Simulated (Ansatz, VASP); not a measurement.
## SrCl2: VASP beside Ansatz

```
Sr Cl
1.0
     0.00000    3.57551    3.30019
     3.57551    0.00000    3.30019
     3.57551    3.57551    0.00000
Sr Cl
1 2
Direct
  0.00000 0.00000 0.00000
  0.25000 0.25000 0.25000
  0.75000 0.75000 0.75000
```

Alike in both runs: task single point; functional PBE; k mesh 6 × 6 × 6; occupations gaussian, width 0.05 eV; no spin polarisation.

|  | VASP | Ansatz |
| --- | --- | --- |
| version | VASP 6.6.1 | Ansatz 0.2.0 |
| potentials or method | VASP PAW PBE potentials, release 64 (Sr_sv, Cl), cutoff 520 eV | scalar-relativistic, plane waves, PAW |
| valence electrons in the cell | 24 | 24 |

Ansatz gave:

```
gap on the k mesh at the Fermi level (eV)                     : 4.84
least direct gap on the mesh (eV)                             : 5.10
pressure (GPa)                                                : 1.3
traceless stress, the component that is largest in VASP (GPa) : 2.94
```

Q: What did VASP give for the same quantities?

A: gap on the k mesh at the Fermi level (eV): 4.84; least direct gap on the mesh (eV): 5.10; pressure (GPa): 1.4; traceless stress, the component that is largest in VASP (GPa): 2.92.

The functional is the same, so the differences come from potentials, cutoffs and numerics.
